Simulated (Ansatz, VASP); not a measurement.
**Al3Si2F in VASP and in Ansatz**

```xyz
6
Lattice="4.7761 0.0000 0.0000 -2.3880 4.1362 0.0000 0.0000 0.0000 5.0206" Properties=species:S:1:pos:R:3 pbc="T T T"
Al    0.0000    0.0000    0.0000
Al    0.0000    2.7575    2.5103
Al    2.3880    1.3787    2.5103
Si    0.0000    2.7575    0.0000
Si    2.3880    1.3787    0.0000
F     0.0000    0.0000    2.5103
```

Alike in both runs: functional PBE; k mesh 3 × 3 × 2; occupations gaussian, width 0.15 eV; no spin polarisation.

Ansatz relaxed the structure, and its values are those at the end. VASP's run is a single point on that final structure, the one shown.

|  | VASP | Ansatz |
| --- | --- | --- |
| version | VASP 6.6.1 | Ansatz 0.2.0 |
| potentials or method | VASP PAW PBE potentials, release 64 (Al, Si, F), cutoff 600 eV | scalar-relativistic, plane waves, PAW |
| valence electrons in the cell | 24 | 24 |

|  | VASP | Ansatz | Ansatz less VASP |
| --- | --- | --- | --- |
| gap on the k mesh at the Fermi level (eV) | none | none | - |
| pressure (GPa) | 0.0 | 0.1 | +0.12 |

A gap of «none» marks a metal or a gap that the smearing closes. The functional is the same, so the differences come from potentials, cutoffs and numerics.

The k mesh is coarse, so the values compare programs but aren't converged.
